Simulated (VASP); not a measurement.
Wanted: the native input for a VASP 6.6.1 run.

| Quantity | Value |
| --- | --- |
| Task | single point |
| Functional | LDA |
| Potentials or basis | VASP PAW LDA potentials, release 64 (Pt) |
| Cutoff | 520 eV |
| k mesh | 18 × 18 × 10 |
| Occupations | fermi-dirac, width 0.15 eV |
| Spin | no spin polarisation |
| Dipole correction | no |
| Further INCAR settings | ALGO = Fast; EDIFF = 1e-06; NBANDS = 17 |

The structure of Pt lies in POSCAR:

```
Pt
1.0
    2.7209011778      0.0000000000      0.0000000000
   -1.3604505889      2.3563695412      0.0000000000
    0.0000000000      0.0000000000      4.6437050061
Pt
2
Direct
    0.6666666667      0.3333333333      0.7500000000
    0.3333333333      0.6666666667      0.2500000000
```

This isn't the form of Pt at room conditions, which is fcc.

These files were run (other wordings do the same):

INCAR

```
  PREC = Accurate
  ENCUT = 520
  EDIFF = 1E-6
  ISMEAR = -1
  SIGMA = 0.15
  LREAL = False
  LASPH = True
  NELM = 80
  ALGO = Fast
  ISIF = 2
  LWAVE = False
  LCHARG = False
  NBANDS = 17
```

KPOINTS

```
regular mesh
0
Gamma
  18 18 10
```

Potentials or basis: VASP PAW LDA potentials, release 64 (Pt).

Command:

```bash
$ cat potpaw_LDA.64/Pt/POTCAR > POTCAR
$ mpirun -np 1 vasp_std > vasp.out
```

It gave:

```
Pressure               : 0.8 GPa
Band gap on the k mesh : zero (bands 10 and 11 overlap by 1.41 eV)
```

Caveat: spin-orbit coupling is left out, which moves the levels of the heavy elements.

Run time: 89 s on 1 thread of Intel(R) Xeon(R) 6975P-C (Granite Rapids) (shared host), peak memory 0.19 GiB.
